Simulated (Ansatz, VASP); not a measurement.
## Fe3Pt2: VASP beside Ansatz

```xyz
5
Lattice="2.1388 1.2348 4.3591 -2.1388 1.2348 4.3591 0.0000 -2.4697 4.3591" Properties=species:S:1:pos:R:3 pbc="T T T"
Fe    0.0000    0.0000    0.0000
Fe    0.0000    0.0000    5.3122
Fe    0.0000    0.0000    7.7649
Pt    0.0000    0.0000   10.2887
Pt    0.0000    0.0000    2.7885
```

Alike in both runs: functional PBE; k mesh 6 × 6 × 6; occupations gaussian, width 0.1 eV; collinear spin.

Ansatz relaxed the structure, and its values are those at the end. VASP's run is a single point on that final structure, the one shown.

```csv
,VASP,Ansatz
version,VASP 6.6.1,Ansatz 0.2.0
potentials or method,"VASP PAW PBE potentials, release 64 (Fe, Pt), cutoff 520 eV","scalar-relativistic, plane waves, PAW"
valence electrons in the cell,44,84
```

Ansatz gave:

```
gap on the k mesh at the Fermi level (eV)                     : none
pressure (GPa)                                                : 0.2
rms of the force components (eV/Å)                            : 0.014
net moment per atom (μB)                                      : 1.90
size of the moment on the site where the two differ most (μB) : 0.44
```

Q: Estimate VASP's values.

A: gap on the k mesh at the Fermi level (eV): none; pressure (GPa): -0.1; rms of the force components (eV/Å): 0.011; net moment per atom (μB): 1.90; size of the moment on the site where the two differ most (μB): 0.38.

Site moments also hang on the region over which each program counts them. A gap of «none» marks a metal or a gap that the smearing closes. The functional is the same, so the differences come from potentials, cutoffs and numerics. VASP's potentials hold 44 valence electrons a cell and Ansatz's 84, so a difference there can come from the potentials and not from the codes.

Neither program's run includes spin-orbit coupling.
